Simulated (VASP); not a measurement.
Set up this calculation in VASP 6.6.1, as the native input.

| Property | Result |
| --- | --- |
| Task | single point |
| Functional | PBE |
| Potentials or basis | VASP PAW PBE potentials, release 64 (Al, Si, F) |
| Cutoff | 600 eV |
| k mesh | 3 × 3 × 2 |
| Occupations | gaussian, width 0.15 eV |
| Spin | no spin polarisation |
| Dipole correction | no |
| Further INCAR settings | ALGO = Normal; EDIFF = 1e-06; NBANDS = 21 |

The structure of Al3Si2F lies in POSCAR:

```
Al3Si2F
1.0
    4.5021452302      0.0000000032      0.0000000000
   -2.2510726179      3.8989721393      0.0000000000
    0.0000000000      0.0000000000      5.6259177207
Al Si F
3 2 1
Direct
    0.6666666667      0.3333333333      0.5648465060
    0.6666666667      0.3333333333      0.0778489534
    0.0000000000      0.0000000000      0.8699309849
    0.3333333333      0.6666666667      0.6819313256
    0.3333333333      0.6666666667      0.2636085218
    0.0000000000      0.0000000000      0.5418337383
```

One way to write it, as run:

INCAR

```
PREC = Accurate
ENCUT = 600
EDIFF = 1E-6
ISMEAR = 0
SIGMA = 0.15
LREAL = False
LASPH = True
NELM = 120
ALGO = Normal
ISIF = 2
LWAVE = False
LCHARG = False
GGA = PE
NBANDS = 21
GGA_COMPAT = False
```

KPOINTS

```
Automatic mesh
0
Gamma
  3 3 2
```

Potentials or basis: VASP PAW PBE potentials, release 64 (Al, Si, F).

The run is started by

```bash
$ cat potpaw_PBE.64/Al/POTCAR potpaw_PBE.64/Si/POTCAR potpaw_PBE.64/F/POTCAR > POTCAR
$ mpirun -np 1 vasp_std > vasp.out
```

Results of the run:

| Property | Result |
| --- | --- |
| Pressure | 0.1 GPa |
| Largest force | 0.045 eV/Å |
| Band gap on the k mesh | zero (band 12 reaches 8.20 eV, above the bottom of band 13 at 6.08 eV) |

Caveat: the k points lie up to 0.56 Å⁻¹ apart.

Run time: 14 s on 1 thread of Intel(R) Xeon(R) Platinum 8559C (Emerald Rapids), on a shared host, peak memory 0.22 GiB.
